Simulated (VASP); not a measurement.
A run of VASP 6.6.1 is set up as follows.

The input INCAR:

```
PREC = Accurate
ENCUT = 600
EDIFF = 1E-6
ISMEAR = 0
SIGMA = 0.1
LREAL = F
LASPH = T
NELM = 60
ALGO = Fast
ISIF = 3
LWAVE = F
LCHARG = F
IBRION = 2
NSW = 70
EDIFFG = -0.005
```

File KPOINTS:

```
Automatic mesh
0
Gamma
  9 9 12
```

File POSCAR:

```
ScCo3B2
1.0
    4.9002389126      0.0000000000      0.0000000000
   -2.4501194563      4.2437313829      0.0000000000
    0.0000000000      0.0000000000      2.9552214936
Sc Co B
1 3 2
Direct
    0.0000000000      0.0000000000      0.0000000000
    0.5000000000      0.0000000000      0.5000000000
    0.5000000000      0.5000000000      0.5000000000
    0.0000000000      0.5000000000      0.5000000000
    0.3333333333      0.6666666667      0.0000000000
    0.6666666667      0.3333333333      0.0000000000
```

Potentials or basis: VASP PAW LDA potentials, release 64 (Sc_sv, Co, B).

Command:

```console
$ cat potpaw_LDA.64/Sc_sv/POTCAR potpaw_LDA.64/Co/POTCAR potpaw_LDA.64/B/POTCAR > POTCAR
$ mpirun -np 1 vasp_std > vasp.out
```

Problem. Predict the space group after relaxing (to 0.05 Å).

Solution. P6/mmm (No. 191).

Problem. Estimate the relaxed volume.

Solution. 9.66 Å³/atom.

Problem. Predict the relaxed cell.

Solution. a = 4.798 Å, b = 4.798 Å, c = 2.907 Å, α = 90.00°, β = 90.00°, γ = 120.00°.

Problem. Estimate the band gap on the k mesh.

Solution. Zero (band 22 reaches 9.49 eV, above the bottom of band 23 at 8.69 eV).

The path:
| step | energy change (eV) | largest force (eV/Å) | pressure (GPa) | volume (Å³) |
| --- | --- | --- | --- | --- |
| 1 | 0.0000 | 0.0000 | -13.36 | 61.45 |
| 2 | 0.0742 | 0.0000 | 20.66 | 54.16 |
| 3 | -0.1528 | 0.0000 | -0.08 | 58.00 |
| 4 | -0.1528 | 0.0000 | 0.09 | 57.93 |
| 5 | -0.1531 | 0.0000 | 0.23 | 57.93 |
| 6 | -0.1532 | 0.0000 | 0.22 | 57.93 |
| 7 | -0.1531 | 0.0000 | -0.28 | 58.04 |
| 8 | -0.1532 | 0.0000 | -0.12 | 57.96 |
| 9 | -0.1532 | 0.0000 | -0.02 | 57.95 |

Spin polarisation is off, so any magnetic state and its effect on volume and gap are missing. LDA usually gives volumes a few per cent too small.
